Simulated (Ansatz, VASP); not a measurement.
ZnF2 in VASP and in Ansatz

```
Zn F
1.0
     4.63067    0.00000    0.00000
     0.00000    4.63067    0.00000
     0.00000    0.00000    3.08798
Zn F
2 4
Cartesian
  0.0000 0.0000 0.0000
  2.3153 2.3153 1.5440
  1.4044 1.4044 0.0000
  0.9110 3.7197 1.5440
  3.2263 3.2263 0.0000
  3.7197 0.9110 1.5440
```

Alike in both runs: functional LDA; k mesh 6 × 6 × 8; occupations fermi-dirac, width 0.08 eV; no spin polarisation.

Ansatz relaxed the structure, and its values are those at the end. VASP's run is a single point on that final structure, the one shown.

|  | VASP | Ansatz |
| --- | --- | --- |
| version | VASP 6.6.1 | Ansatz 0.2.0 |
| potentials or method | VASP PAW LDA potentials, release 64 (Zn, F) | PAW with Ansatz's default frozen-core files, scalar-relativistic |
| plane-wave cutoff (eV) | 600 | 420 |
| valence electrons in the cell | 52 | 52 |

```csv
,VASP,Ansatz,Ansatz less VASP
pressure (GPa),0.6,0.0,-0.67
rms of the force components (eV/Å),0.006,0.000,-0.0059
```

LDA's correlation is that of Perdew and Zunger in VASP and of Perdew and Wang (1992) in Ansatz.
